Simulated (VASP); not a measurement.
# Pt (Fd-3m) in VASP: notebook

Runs on Pt. Level: LDA. Tasks: single point, relaxation of cell and atoms.

Program: VASP 6.6.1. These are calculated values, not measurements. Logs are shortened: lines on timing, memory, paths and dates and some standing lists are left out, and cuts for length are marked.

## 1. The cell of the first run

It takes space group Fd-3m (No. 227, cubic). The conventional cell has a = 5.867 Å, b = 5.867 Å, c = 5.867 Å, α = 90.00°, β = 90.00°, γ = 90.00°. Pt (site symmetry -43m) has 4 Pt at 2.54 Å within 3.4 Å.

## 2. Single point, LDA (volume scaled by 1.12)

Input file INCAR:

```
SYSTEM = Pt
ALGO = Normal
EDIFF = 1E-6
ENCUT = 520
ISIF = 2
ISMEAR = -1
LASPH = .TRUE.
LCHARG = .TRUE.
LELF = .TRUE.
LREAL = .FALSE.
LVHAR = .TRUE.
LWAVE = .FALSE.
NBANDS = 17
NELM = 80
PREC = Accurate
SIGMA = 0.1
```

Input file KPOINTS:

```
k-points
0
G
  11 11 11
  0 0 0
```

Input file POSCAR:

```
Pt
1.0
    0.0000000000      2.9333724800      2.9333724800
    2.9333724800      0.0000000000      2.9333724800
    2.9333724800      2.9333724800      0.0000000000
Pt
2
Direct
    0.1250000000      0.1250000000      0.1250000000
    0.8750000000      0.8750000000      0.8750000000
```

Potentials or basis: VASP PAW LDA potentials, release 64 (Pt).

On the command line:

```sh
> cat potpaw_LDA.64/Pt/POTCAR > POTCAR
> mpirun -np 1 vasp_std > vasp.out
```

OUTCAR:

```text
SYSTEM = Pt
   EDIFF = 1E-6
   ENCUT = 520
   ISIF = 2
   ISMEAR = -1
   LASPH = .TRUE.
   LREAL = .FALSE.
   NELM = 80
   PREC = Accurate

 ion  position               nearest neighbor table
   1  0.125  0.125  0.125-   2 2.54   2 2.54   2 2.54   2 2.54
   2  0.875  0.875  0.875-   1 2.54   1 2.54   1 2.54   1 2.54

  LATTYP: Found a face centered cubic cell.
 ALAT       =     5.8667449600

  Lattice vectors:

 A1 = (   0.0000000000,   2.9333724800,   2.9333724800)
 A2 = (   2.9333724800,   0.0000000000,   2.9333724800)
 A3 = (   2.9333724800,   2.9333724800,   0.0000000000)

Analysis of symmetry for initial positions (statically):
=====================================================================
 Subroutine PRICEL returns:
 Original cell was already a primitive cell.

 Routine SETGRP: Setting up the symmetry group for a
 face centered cubic supercell.

 Subroutine GETGRP returns: Found 48 space group operations
 (whereof 12 operations were pure point group operations)
 out of a pool of 48 trial point group operations.

The static configuration has the point symmetry D_3d.
 The point group associated with its full space group is O_h .

Analysis of symmetry for dynamics (positions and initial velocities):
=====================================================================
 Subroutine PRICEL returns:
 Original cell was already a primitive cell.

 Routine SETGRP: Setting up the symmetry group for a
 face centered cubic supercell.

 Subroutine GETGRP returns: Found 48 space group operations
 (whereof 12 operations were pure point group operations)
 out of a pool of 48 trial point group operations.

The dynamic configuration has the point symmetry D_3d.
 The point group associated with its full space group is O_h .

 Subroutine INISYM returns: Found 48 space group operations
 (whereof 12 operations are pure point group operations),
 and found     1 'primitive' translations

----------------------------------------------------------------------------------------

                                     Primitive cell

  volume of cell :      50.4814

  direct lattice vectors                    reciprocal lattice vectors
     0.000000000  2.933372480  2.933372480    -0.170452271  0.170452271  0.170452271
     2.933372480  0.000000000  2.933372480     0.170452271 -0.170452271  0.170452271
     2.933372480  2.933372480  0.000000000     0.170452271  0.170452271 -0.170452271

  length of vectors
     4.148415145  4.148415145  4.148415145     0.295231993  0.295231993  0.295231993

  position of ions in fractional coordinates (direct lattice)
     0.125000000  0.125000000  0.125000000
     0.875000000  0.875000000  0.875000000

  ion indices of the primitive-cell ions
   primitive index   ion index
                 1           1
                 2           2

----------------------------------------------------------------------------------------

 KPOINTS: k-points

Automatic generation of k-mesh.
 Grid dimensions read from file:
 generate k-points for:   11   11   11

 Generating k-lattice:

  Cartesian coordinates                     Fractional coordinates (reciprocal lattice)
    -0.015495661  0.015495661  0.015495661     0.090909091  0.000000000  0.000000000
     0.015495661 -0.015495661  0.015495661     0.000000000  0.090909091  0.000000000
     0.015495661  0.015495661 -0.015495661     0.000000000  0.000000000  0.090909091

  Length of vectors
     0.026839272  0.026839272  0.026839272

  Shift w.r.t. Gamma in fractional coordinates (k-lattice)
     0.000000000  0.000000000  0.000000000

 Subroutine IBZKPT returns following result:
 ===========================================

 Found     56 irreducible k-points:

 Following reciprocal coordinates:
            Coordinates               Weight
  0.000000  0.000000  0.000000      1.000000
  0.090909  0.000000  0.000000      8.000000
  0.181818  0.000000  0.000000      8.000000
  0.272727  0.000000  0.000000      8.000000
  0.363636  0.000000  0.000000      8.000000
  0.454545  0.000000  0.000000      8.000000
[... 16 lines left out ...]
 -0.272727  0.181818  0.000000     24.000000
 -0.181818  0.181818  0.000000     12.000000
 [... further k-points ...]
   k-points           NKPTS =     56   k-points in BZ     NKDIM =     56   number of bands    NBANDS=     17
   number of dos      NEDOS =    301   number of ions     NIONS =      2
   total plane-waves  NPLWV =  32768
   dimension x,y,z NGX =    32 NGY =   32 NGZ =   32
   dimension x,y,z NGXF=    64 NGYF=   64 NGZF=   64
   ions per type =               2
   NGX,Y,Z   is equivalent  to a cutoff of  12.82, 12.82, 12.82 a.u.
   NGXF,Y,Z  is equivalent  to a cutoff of  25.65, 25.65, 25.65 a.u.
 SYSTEM =  Pt
   PREC   = accura    normal or accurate (medium, high low for compatibility)
   ISTART =      0    job   : 0-new  1-cont  2-samecut
   ICHARG =      2    charge: 1-file 2-atom 10-const
   ISPIN  =      1    spin polarized calculation?
   LNONCOLLINEAR =      F non collinear calculations
   LSORBIT =      F    spin-orbit coupling
   LASPH  =      T    aspherical Exc in radial PAW
   ENCUT  =  520.0 eV  38.22 Ry    6.18 a.u.   7.71  7.71  7.71*2*pi/ulx,y,z
   NELM   =     80;   NELMIN=  2; NELMDL= -5     # of ELM steps
   EDIFF  = 0.1E-05   stopping-criterion for ELM
   LREAL  =      F    real-space projection
   EDIFFG = 0.1E-04   stopping-criterion for IOM
   NSW    =      0    number of steps for IOM
   IBRION =     -1    ionic relax: 0-MD 1-quasi-New 2-CG
   NFREE  =      0    steps in history (QN), initial steepest desc. (CG)
   ISIF   =      2    stress and relaxation
   ISYM   =      2    0-nonsym 1-usesym 2-fastsym
   POTIM  = 0.5000    time-step for ionic-motion
   TEBEG  =    0.0;   TEEND  =   0.0 temperature during run
   PSTRESS=    0.0 pullay stress
   NELECT =      20.0000    total number of electrons
   NUPDOWN=      -1.0000    fix difference up-down
   EMIN   =  10.00;   EMAX   =-10.00  energy-range for DOS
   EFERMI =   0.00;   METHOD = LEGACY
   ISMEAR =    -1;   SIGMA  =   0.10  broadening in eV -4-tet -1-fermi 0-gaus
   EFERMI_NEDOS =   21; number of points for ismear=-14 and -15
   IALGO  =     38    algorithm
   IMIX   =      4    mixing-type and parameters
     AMIX     =   0.40;   BMIX     =  1.00
     AMIX_MAG =   1.60;   BMIX_MAG =  1.00
  volume/ion in A,a.u.               =      25.24       170.33
  Fermi-wavevector in a.u.,A,eV,Ry     =   1.202378  2.272165 19.670111  1.445712
  Thomas-Fermi vector in A             =   2.338161
   LORBIT       =      0    0 simple, 1 ext, 2 COOP (PROOUT), +10 PAW based schemes
   GGA     = CA    functional components
   LHFCALC =     F    Hartree Fock is set to
   AEXX    =    0.0000 exact exchange contribution
   IVDW    =     0    specifies the selected vdW correction
   LEPSILON=     F    determine dielectric tensor
   LRPA    =     F    only Hartree local field effects (RPA)
 non-spin polarized calculation
  energy-cutoff  :      520.00
  volume of cell :       50.48
 maximum number of plane-waves:      1375
   NGX = 15   NGY = 15   NGZ = 15

 number of electron      19.9999999 magnetization

 Free energy of the ion-electron system (eV)
  ---------------------------------------------------
  ext. energy  EPLUGINS =         0.00000000
  ---------------------------------------------------
  free energy    TOTEN  =       -12.21810983 eV

  energy without entropy =      -12.05413549  energy(sigma->0) =      -12.13612266

 E-fermi :   4.2130     XC(G=0): -10.5024

 val. band max:        4.2123993556   @ k =  -0.2727   0.0909   0.0000
 cond. band min:       4.2162654567   @ k =  -0.4545   0.3636   0.0000
 fundamental gap:      0.0038661011
 Fermi energy:         4.2129645231

 k-point     1 :       0.0000    0.0000    0.0000
  band No.  band energies     occupation
      1      -2.4395      2.00000
      2       0.1014      2.00000
      3       0.1014      2.00000
      4       0.1971      2.00000
      5       0.1971      2.00000
      6       0.1971      2.00000
[... 9 lines left out ...]
     16      15.3346      0.00000
     17      16.2751      0.00000

 k-point     2 :       0.0909    0.0000    0.0000
  band No.  band energies     occupation
      1      -2.3236      2.00000
      2      -0.0215      2.00000
      3      -0.0215      2.00000
      4       0.1860      2.00000
      5       0.3579      2.00000
      6       0.3579      2.00000
[... 9 lines left out ...]
     16      15.3635      0.00000
     17      16.9360      0.00000

 k-point     3 :       0.1818    0.0000    0.0000
  band No.  band energies     occupation
      1      -1.9951      2.00000
      2      -0.1121      2.00000
      3      -0.1121      2.00000
      4       0.1580      2.00000
      5       0.5327      2.00000
      6       0.5327      2.00000
[... 9 lines left out ...]
     16      16.0555      0.00000
     17      16.6275      0.00000

 k-point     4 :       0.2727    0.0000    0.0000
  band No.  band energies     occupation
      1      -1.5236      2.00000
      2      -0.1219      2.00000
      3      -0.1219      2.00000
      4       0.1227      2.00000
      5       0.6041      2.00000
      6       0.6041      2.00000
[... 9 lines left out ...]
     16      15.7071      0.00000
     17      17.0865      0.00000
[... 343 lines left out ...]
      1      -0.5732      2.00000
      2      -0.2470      2.00000
      3      -0.1828      2.00000
      4       0.1868      2.00000
      5       0.4745      2.00000
      6       1.0009      2.00000
[... 9 lines left out ...]
     16      16.4838      0.00000
     17      18.0582      0.00000

 k-point    23 :      -0.2727    0.1818    0.0000
  band No.  band energies     occupation
      1      -0.9006      2.00000
      2      -0.2797      2.00000
      3      -0.1331      2.00000
      4       0.2074      2.00000
      5       0.3995      2.00000
      6       1.0732      2.00000
[... 9 lines left out ...]
     16      16.2856      0.00000
     17      17.4974      0.00000

 k-point    24 :      -0.1818    0.1818    0.0000
  band No.  band energies     occupation
      1      -1.3502      2.00000
      2      -0.3079      2.00000
      3       0.0110      2.00000
      4       0.1006      2.00000
      5       0.4426      2.00000
      6       0.9664      2.00000
[... 9 lines left out ...]
     16      16.2483      0.00000
     17      16.2886      0.00000

 [... further k-points ...]
[... 5 lines left out ...]
  --------------------------------------------------------------------------------------
  -------------------------------------------------------------------------------------
  Total       -3.8182193     -3.8182193     -3.8182193      0.0000000     -0.0000000      0.0000000
  in kB     -121.1824758   -121.1824758   -121.1824758      0.0000000     -0.0000000      0.0000000
  external PRESSURE =    -121.1824758 kB  Pullay stress =       0.0000000 kB

 VOLUME and BASIS-vectors are now :
 -----------------------------------------------------------------------------
  energy-cutoff  :      520.00
  volume of cell :       50.48
      direct lattice vectors                 reciprocal lattice vectors
     0.000000000  2.933372480  2.933372480    -0.170452271  0.170452271  0.170452271
     2.933372480  0.000000000  2.933372480     0.170452271 -0.170452271  0.170452271
     2.933372480  2.933372480  0.000000000     0.170452271  0.170452271 -0.170452271

 POSITION                                       TOTAL-FORCE (eV/Angst)
 -----------------------------------------------------------------------------------
      0.73334      0.73334      0.73334        -0.000000      0.000000      0.000000
      5.13340      5.13340      5.13340         0.000000     -0.000000     -0.000000
 -----------------------------------------------------------------------------------
    total drift:                                0.000000      0.000000     -0.000000

  FREE ENERGIE OF THE ION-ELECTRON SYSTEM (eV)
  ---------------------------------------------------
  free  energy   TOTEN  =       -12.2181098338 eV

  energy  without entropy=      -12.0541354898  energy(sigma->0) =      -12.13612266
```

Run time: 13 s. Hardware: 1 thread of Intel Xeon 6975P-C (Granite Rapids), shared host; peak memory 0.17 GiB.

What came out:

| Property | Result |
| --- | --- |
| Free energy | -12.2181 eV |
| Pressure | -12.1 GPa |
| Band gap on the k mesh | zero (band 10 reaches 4.40 eV, above the bottom of band 11 at 3.85 eV) |

Caveat: the cell differs from its parent crystal (volume scaled by 1.12); spin-orbit coupling is left out, which moves the levels of the heavy elements.

## 3. Relaxation of cell and atoms, LDA

This run uses another cell than the first one, of 20.38 Å³/atom, 0.807 times its volume.

Input file INCAR:

```
ALGO = Normal ; EDIFF = 1E-6
EDIFFG = -0.01 ; ENCUT = 600
IBRION = 2 ; ISIF = 3
ISMEAR = -1 ; LASPH = T
LCHARG = F ; LREAL = F
LWAVE = F ; NELM = 80
NSW = 80 ; PREC = Accurate
SIGMA = 0.1
```

Input file KPOINTS:

```
k-points
0
Gamma
  10 10 10
```

Input file POSCAR:

```
Pt
1.0
    0.0000000000      2.7314125730      2.7314125730
    2.7314125730      0.0000000000      2.7314125730
    2.7314125730      2.7314125730      0.0000000000
Pt
2
Direct
    0.1250000000      0.1250000000      0.1250000000
    0.8750000000      0.8750000000      0.8750000000
```

Potentials or basis: VASP PAW LDA potentials, release 64 (Pt).

On the command line:

```sh
> cat potpaw_LDA.64/Pt/POTCAR > POTCAR
> mpirun -np 1 vasp_std > vasp.out
```

Wall time 54 s (1 thread of Intel Xeon 6975P-C (Granite Rapids), shared host); peak memory 0.17 GiB.

The run converged. Its results:

| Quantity | Value |
| --- | --- |
| Free energy | -12.4460 eV |
| Relaxed volume | 22.54 Å³/atom |
| Relaxed cell | a = 3.995 Å, b = 3.995 Å, c = 3.995 Å, α = 60.00°, β = 60.00°, γ = 60.00° |
| Space group after relaxing (to 0.05 Å) | Fd-3m (No. 227) |
| Energy gained by relaxing | 115.9 meV/atom |
| Ionic steps | 18 |
| Pressure after relaxing | 0.1 GPa |
| Band gap on the k mesh | zero (band 10 reaches 5.84 eV, above the bottom of band 11 at 5.21 eV) |

The path:
```
step  energy change (eV)  largest force (eV/Å)  pressure (GPa)  volume (Å³)
   1              0.0000                0.0000           18.98        40.76
   2              0.6040                0.0000          -17.92        56.72
   3             -0.2304                0.0000           -1.17        45.47
   4             -0.2318                0.0000           -0.20        45.15
   5             -0.2318                0.0000            0.09        45.06
   6             -0.2318                0.0000            0.10        45.06
   7             -0.2318                0.0000            0.10        45.06
   8             -0.2318                0.0000            0.09        45.06
   9             -0.2318                0.0000            0.09        45.06
  10             -0.2318                0.0000            0.09        45.06
  11             -0.2318                0.0000            0.09        45.06
  12             -0.2318                0.0000            0.09        45.06
  13             -0.2318                0.0000            0.09        45.06
  14             -0.2318                0.0000            0.09        45.07
  15             -0.2318                0.0000            0.09        45.07
  16             -0.2318                0.0000            0.09        45.07
  17             -0.2318                0.0000            0.08        45.07
  18             -0.2318                0.0000            0.06        45.08
```

Final structure:
```yaml
crystal:
  lattice:
    - [0.00000, 2.82468, 2.82468]
    - [2.82468, 0.00000, 2.82468]
    - [2.82468, 2.82468, 0.00000]
  atoms:
    - { symbol: Pt, position: [0.12500, 0.12500, 0.12500] }
    - { symbol: Pt, position: [0.87500, 0.87500, 0.87500] }
```

Levels at points of the mesh, in eV from the Fermi level:
```csv
k point,band 8,band 9,band 10,band 11,band 12,band 13
"(0.00, 0.00, 0.00)",-2.05,-2.05,-0.06,-0.06,10.69,10.71
"(0.50, 0.00, 0.00)",-1.48,-1.48,-0.45,-0.45,0.77,8.22
"(0.50, 0.50, 0.00)",-2.70,-0.17,-0.17,1.33,1.33,3.83
```

Caveat: spin-orbit coupling is left out, which moves the levels of the heavy elements.

## 4. Single point, LDA

This run uses another cell than the first one, of 22.54 Å³/atom, 0.893 times its volume.

Input file INCAR:

```
  PREC = Accurate
  ENCUT = 520
  EDIFF = 1E-6
  ISMEAR = -1
  SIGMA = 0.1
  LREAL = False
  LASPH = True
  NELM = 60
  ALGO = Normal
  ISIF = 2
  LWAVE = False
  LCHARG = False
  NBANDS = 17
```

Input file KPOINTS:

```
regular mesh
0
Gamma
  16 16 16
```

Input file POSCAR:

```
Pt
1.0
    0.0000000000      2.8246276476      2.8246276476
    2.8246276476      0.0000000000      2.8246276476
    2.8246276476      2.8246276476      0.0000000000
Pt
2
Direct
    0.1250000000      0.1250000000      0.1250000000
    0.8750000000      0.8750000000      0.8750000000
```

On the command line:

```sh
> cat potpaw_LDA.64/Pt/POTCAR > POTCAR
> mpirun -np 1 vasp_std > vasp.out
```

It took 41 s on 1 thread of Intel Xeon 6975P-C (Granite Rapids), shared host; peak memory 0.21 GiB.

It converged, with:

```yaml
Free_energy: -12.4466 eV
Pressure: 0.0 GPa
Band_gap_on_the_k_mesh: zero (band 10 reaches 5.89 eV, above the bottom of band 11 at 5.21 eV)
```

Levels at points of the mesh, in eV from the Fermi level:
```
           k point  band 8  band 9  band 10  band 11  band 12  band 13
(0.00, 0.00, 0.00)   -2.05   -2.05    -0.06    -0.06    10.70    10.71
(0.50, 0.00, 0.00)   -1.48   -1.48    -0.45    -0.45     0.77     8.22
(0.50, 0.50, 0.00)   -2.70   -0.17    -0.17     1.33     1.33     3.83
```

Caveat: spin-orbit coupling is left out, which moves the levels of the heavy elements.

## 5. Single point, LDA, non-collinear spin, zero start, spin-orbit coupling

This run uses another cell than the first one, of 22.54 Å³/atom, 0.893 times its volume.

Input file INCAR:

```
SYSTEM = Pt
PREC = Accurate
ENCUT = 520
EDIFF = 1E-6
ISMEAR = -1
SIGMA = 0.1
LREAL = .False.
LASPH = .True.
NELM = 150
ALGO = Normal
ISIF = 2
LWAVE = .False.
LCHARG = .False.
LNONCOLLINEAR = .True.
MAGMOM = 0 0 0 0 0 0
LORBIT = 11
LSORBIT = .True.
GGA_COMPAT = .False.
LORBMOM = .True.
LMAXMIX = 4
GGA = CA
NBANDS = 32
```

Input file KPOINTS:

```
regular mesh
0
Gamma
  10 10 10
  0 0 0
```

POSCAR is that of step 4.

On the command line:

```sh
> cat potpaw_LDA.64/Pt/POTCAR > POTCAR
> mpirun -np 1 vasp_ncl > vasp.out
```

Wall time 64 s (1 thread of Intel Xeon 6975P-C (Granite Rapids), shared host); peak memory 0.28 GiB.

The run converged. Its results:

| Property | Result |
| --- | --- |
| Free energy | -13.2374 eV |
| Pressure | -0.1 GPa |
| Net moment | 0.00 μB per cell |
| Valence electrons inside the program's atomic spheres | Pt 9.30 |

Moments on the atoms (μB; x, y, z):
```
Pt  0.00 0.00 0.00
Pt  0.00 0.00 0.00
```

## 6. The runs side by side

| task | spin | cell | k mesh | cutoff (eV) | gap on the mesh (eV) | pressure (GPa) |
| --- | --- | --- | --- | --- | --- | --- |
| single point | off | a = 4.148 Å, angles 60.0°, 2 atoms | 11 × 11 × 11 | 520 | none | -12.1 |
| relaxation of cell and atoms | off | relaxed from a = 3.863 Å, angles 60.0°, 2 atoms | 10 × 10 × 10 | 600 | none | 0.1 |
| single point | off | a = 3.995 Å, angles 60.0°, 2 atoms | 16 × 16 × 16 | 520 | none | 0.0 |
| single point | non-collinear, zero start, SOC | a = 3.995 Å, angles 60.0°, 2 atoms | 10 × 10 × 10 | 520 | - | -0.1 |

Alike in all rows: level LDA; potentials or basis VASP PAW LDA potentials, release 64 (Pt); smearing fermi-dirac 0.1 eV.

Caveats: spin-orbit coupling is left out, which moves the levels of the heavy elements (some runs).

Total energies depend on the potentials used, so only differences within one code and one set of settings carry meaning.
